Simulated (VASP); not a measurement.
# Ti (P6_3/mmc) in VASP: single point with PBEsol

Aim: the single point of Ti with PBEsol.

Everything below comes from runs of VASP 6.6.1. Logs are shortened: lines on timing, memory, paths and dates and some standing lists are left out, and cuts for length are marked.

## Step 1: The cell of the first run

Symmetry: P6_3/mmc, No. 194, hexagonal system. The conventional cell has a = 2.900 Å, b = 2.900 Å, c = 4.591 Å, α = 90.00°, β = 90.00°, γ = 120.00°. Within 3.7 Å of Ti (site symmetry -6m2) lie 12 Ti at 2.84 to 2.90 Å.

## Step 2: Single point, PBEsol

The input, INCAR:

```
  ALGO = Fast
  EDIFF = 1E-6
  ENCUT = 520
  GGA = PS
  ISIF = 2
  ISMEAR = 0
  LASPH = True
  LCHARG = True
  LELF = True
  LREAL = False
  LVHAR = True
  LWAVE = False
  NBANDS = 45
  NELM = 80
  PREC = Accurate
  SIGMA = 0.15
```

The input, KPOINTS:

```
k-points
0
Gamma
  17 17 4
```

The input, POSCAR:

```
Ti
1.0
   -1.4500939102     -2.5116363282      0.0000000000
    1.4500939102     -2.5116363282      0.0000000000
    0.0000000000      0.0000000000     13.7724327553
Ti
6
Direct
    0.6666666667      0.6666666667      0.0833333333
    0.6666666667      0.6666666667      0.4166666667
    0.6666666667      0.6666666667      0.7500000000
    0.3333333333      0.3333333333      0.2500000000
    0.3333333333      0.3333333333      0.5833333333
    0.3333333333      0.3333333333      0.9166666667
```

Potentials or basis: VASP PAW PBE potentials, release 64 (Ti_sv).

Launch:

```sh
$ cat potpaw_PBE.64/Ti_sv/POTCAR > POTCAR
$ mpirun -np 1 vasp_std > vasp.out
```

OUTCAR:

```text
EDIFF = 1E-6
   ENCUT = 520
   GGA = PS
   ISIF = 2
   ISMEAR = 0
   LASPH = True
   LREAL = False
   NELM = 80
   PREC = Accurate

 ion  position               nearest neighbor table
   1  0.667  0.667  0.083-   6 2.84   6 2.84   6 2.84   4 2.84   4 2.84   4 2.84
   2  0.667  0.667  0.417-   5 2.84   5 2.84   5 2.84   4 2.84   4 2.84   4 2.84
   3  0.667  0.667  0.750-   5 2.84   6 2.84   5 2.84   6 2.84   5 2.84   6 2.84
   4  0.333  0.333  0.250-   1 2.84   2 2.84   1 2.84   2 2.84   1 2.84   2 2.84
   5  0.333  0.333  0.583-   2 2.84   2 2.84   2 2.84   3 2.84   3 2.84   3 2.84
   6  0.333  0.333  0.917-   1 2.84   1 2.84   1 2.84   3 2.84   3 2.84   3 2.84
[... 7 lines left out ...]
 A1 = (  -1.4500939102,   2.5116363282,   0.0000000000)
 A2 = (  -1.4500939102,  -2.5116363282,   0.0000000000)
 A3 = (   0.0000000000,   0.0000000000,  13.7724327553)

Analysis of symmetry for initial positions (statically):
=====================================================================
 Subroutine PRICEL returns following result:

  LATTYP: Found a hexagonal cell.
 ALAT       =     2.9001878204
 C/A-ratio  =     1.5829357282

  Lattice vectors:

 A1 = (  -1.4500939102,   2.5116363282,   0.0000000000)
 A2 = (  -1.4500939102,  -2.5116363282,   0.0000000000)
 A3 = (   0.0000000000,   0.0000000000,   4.5908109194)

   3 primitive cells build up your supercell.

 Routine SETGRP: Setting up the symmetry group for a
 hexagonal supercell.

 Subroutine GETGRP returns: Found 24 space group operations
 (whereof 12 operations were pure point group operations)
 out of a pool of 24 trial point group operations.

The static configuration has the point symmetry D_3d.
 The point group associated with its full space group is D_6h.

Analysis of symmetry for dynamics (positions and initial velocities):
=====================================================================
 Subroutine PRICEL returns following result:

  LATTYP: Found a hexagonal cell.
 ALAT       =     2.9001878204
 C/A-ratio  =     1.5829357282

  Lattice vectors:

 A1 = (  -1.4500939102,   2.5116363282,   0.0000000000)
 A2 = (  -1.4500939102,  -2.5116363282,   0.0000000000)
 A3 = (   0.0000000000,   0.0000000000,   4.5908109194)

   3 primitive cells build up your supercell.

[... 102 lines left out ...]
   ISPIN  =      1    spin polarized calculation?
   LNONCOLLINEAR =      F non collinear calculations
   LSORBIT =      F    spin-orbit coupling
   LASPH  =      T    aspherical Exc in radial PAW
   ENCUT  =  520.0 eV  38.22 Ry    6.18 a.u.   5.39  5.39 25.61*2*pi/ulx,y,z
   NELM   =     80;   NELMIN=  2; NELMDL= -5     # of ELM steps
   EDIFF  = 0.1E-05   stopping-criterion for ELM
   LREAL  =      F    real-space projection
   EDIFFG = 0.1E-04   stopping-criterion for IOM
   NSW    =      0    number of steps for IOM
   IBRION =     -1    ionic relax: 0-MD 1-quasi-New 2-CG
   NFREE  =      0    steps in history (QN), initial steepest desc. (CG)
   ISIF   =      2    stress and relaxation
   ISYM   =      2    0-nonsym 1-usesym 2-fastsym
   POTIM  = 0.5000    time-step for ionic-motion
   TEBEG  =    0.0;   TEEND  =   0.0 temperature during run
   PSTRESS=    0.0 pullay stress
   NELECT =      72.0000    total number of electrons
   NUPDOWN=      -1.0000    fix difference up-down
   EMIN   =  10.00;   EMAX   =-10.00  energy-range for DOS
   EFERMI =   0.00;   METHOD = LEGACY
   ISMEAR =     0;   SIGMA  =   0.15  broadening in eV -4-tet -1-fermi 0-gaus
   EFERMI_NEDOS =   21; number of points for ismear=-14 and -15
   IALGO  =     68    algorithm
   IMIX   =      4    mixing-type and parameters
     AMIX     =   0.40;   BMIX     =  1.00
     AMIX_MAG =   1.60;   BMIX_MAG =  1.00
  volume/ion in A,a.u.               =      16.72       112.83
  Fermi-wavevector in a.u.,A,eV,Ry     =   1.465732  2.769831 29.230341  2.148369
  Thomas-Fermi vector in A             =   2.581554
   LORBIT       =      0    0 simple, 1 ext, 2 COOP (PROOUT), +10 PAW based schemes
   GGA     = PS    functional components
   LHFCALC =     F    Hartree Fock is set to
   AEXX    =    0.0000 exact exchange contribution
   IVDW    =     0    specifies the selected vdW correction
   LEPSILON=     F    determine dielectric tensor
   LRPA    =     F    only Hartree local field effects (RPA)
 non-spin polarized calculation
 RMM-DIIS sequential band-by-band and
 Gauss-broadening in eV      SIGMA  =   0.15
  energy-cutoff  :      520.00
  volume of cell :      100.32
 maximum number of plane-waves:      2775
 NGX is ok and might be reduce to    24
   NGX = 11   NGY = 11   NGZ = 51

 number of electron      71.9999996 magnetization

 Free energy of the ion-electron system (eV)
  ---------------------------------------------------
  ext. energy  EPLUGINS =         0.00000000
  ---------------------------------------------------
  free energy    TOTEN  =       -50.07042754 eV

  energy without entropy =      -50.00189590  energy(sigma->0) =      -50.03616172

 E-fermi :   8.6146     XC(G=0): -11.8183

 val. band max:        8.5948240515   @ k =  -0.4706   0.1765   0.0000
 cond. band min:       8.6156177189   @ k =   0.1176   0.0588   0.5000
 fundamental gap:      0.0207936675
 Fermi energy:         8.6145531062

 k-point     1 :       0.0000    0.0000    0.0000
  band No.  band energies     occupation
      1     -47.9493      2.00000
      2     -47.9090      2.00000
      3     -47.9090      2.00000
      4     -47.8274      2.00000
      5     -47.8274      2.00000
      6     -47.7861      2.00000
[... 1141 lines left out ...]
     44       9.7550      0.00000
     45       9.7964      0.00000

 [... further k-points ...]
[... 5 lines left out ...]
  --------------------------------------------------------------------------------------
  -------------------------------------------------------------------------------------
  Total       -0.1525564     -0.1525564     -0.1835933     -0.0000000      0.0000000     -0.0000000
  in kB       -2.4363943     -2.4363943     -2.9320670     -0.0000000      0.0000000     -0.0000000
  external PRESSURE =      -2.6016185 kB  Pullay stress =       0.0000000 kB

 VOLUME and BASIS-vectors are now :
 -----------------------------------------------------------------------------
  energy-cutoff  :      520.00
  volume of cell :      100.32
      direct lattice vectors                 reciprocal lattice vectors
    -1.450093910 -2.511636328  0.000000000    -0.344805255 -0.199073407  0.000000000
     1.450093910 -2.511636328  0.000000000     0.344805255 -0.199073407  0.000000000
     0.000000000  0.000000000 13.772432755     0.000000000  0.000000000  0.072608813

 POSITION                                       TOTAL-FORCE (eV/Angst)
 -----------------------------------------------------------------------------------
      0.00000     -3.34885      1.14770         0.000000     -0.000000     -0.000000
      0.00000     -3.34885      5.73851        -0.000000      0.000000     -0.000000
      0.00000     -3.34885     10.32932        -0.000000     -0.000000     -0.000000
      0.00000     -1.67442      3.44311        -0.000000     -0.000000      0.000000
      0.00000     -1.67442      8.03392         0.000000     -0.000000     -0.000000
      0.00000     -1.67442     12.62473        -0.000000      0.000000     -0.000000
 -----------------------------------------------------------------------------------
    total drift:                                0.000000      0.000000     -0.000000

  FREE ENERGIE OF THE ION-ELECTRON SYSTEM (eV)
  ---------------------------------------------------
  free  energy   TOTEN  =       -50.0704275365 eV

  energy  without entropy=      -50.0018959027  energy(sigma->0) =      -50.03616172
```

OSZICAR:

```text
N       E                     dE             d eps       ncg     rms          rms(c)
DAV:   1     0.100643707584E+04    0.10064E+04   -0.36462E+04  8942   0.202E+03
DAV:   2     0.844627073122E+02   -0.92197E+03   -0.90727E+03  8910   0.618E+02
DAV:   3    -0.384380902516E+02   -0.12290E+03   -0.11834E+03 13675   0.191E+02
[... 38 lines left out ...]
RMM:  42    -0.500704237725E+02   -0.14477E-05   -0.17825E-05  8974   0.111E-02    0.953E-04
RMM:  43    -0.500704250319E+02   -0.12593E-05   -0.15802E-05  8205   0.103E-02    0.485E-04
RMM:  44    -0.500704260055E+02   -0.97368E-06   -0.12477E-05  8159   0.970E-03    0.372E-04
RMM:  45    -0.500704268549E+02   -0.84935E-06   -0.11283E-05  7391   0.900E-03    0.564E-04
RMM:  46    -0.500704275365E+02   -0.68164E-06   -0.92210E-06  7636   0.858E-03
   1 F= -.50070428E+02 E0= -.50036162E+02  d E =-.685316E-01
```

stdout:

```text
POSCAR found type information on POSCAR Ti
 POSCAR found :  1 types and       6 ions
 scaLAPACK will be used
 -----------------------------------------------------------------------------
|                                                                             |
|                                                                             |
|     You enforced a specific xc type in the INCAR file but a different       |
[... 39 lines left out ...]
WARNING in EDDRMM: call to ZHEGV failed, returncode =   8  4     10
WARNING in EDDRMM: call to ZHEGV failed, returncode =   8  4     26
WARNING in EDDRMM: call to ZHEGV failed, returncode =   8  4     24
WARNING in EDDRMM: call to ZHEGV failed, returncode =   6  3     31
WARNING in EDDRMM: call to ZHEGV failed, returncode =   8  4     14
WARNING in EDDRMM: call to ZHEGV failed, returncode =   6  3     26
WARNING in EDDRMM: call to ZHEGV failed, returncode =   8  4      9
```

Wall time 24 min (1 thread of Intel Xeon Platinum 8488C (Sapphire Rapids), shared host); peak memory 0.45 GiB.

Results:

```yaml
Free_energy: -50.0704 eV
Pressure: -0.3 GPa
Band_gap_on_the_k_mesh: zero (bands 36 and 37 overlap by 1.01 eV)
```

Levels at points of the mesh, in eV from the Fermi level:
```tsv
k point	band 33	band 34	band 35	band 36	band 37	band 38	band 39	band 40
(0.00, 0.00, 0.00)	0.45	0.45	0.61	0.61	0.61	0.61	0.79	0.80
(0.00, 0.00, 0.50)	0.51	0.51	0.69	0.69	0.69	0.69	0.69	0.69
```

Caveat: the PAW data sets were made with another functional, which shifts forces and pressure a little.

The gap in the log of VASP goes by the Fermi energy; the results here count the filled bands.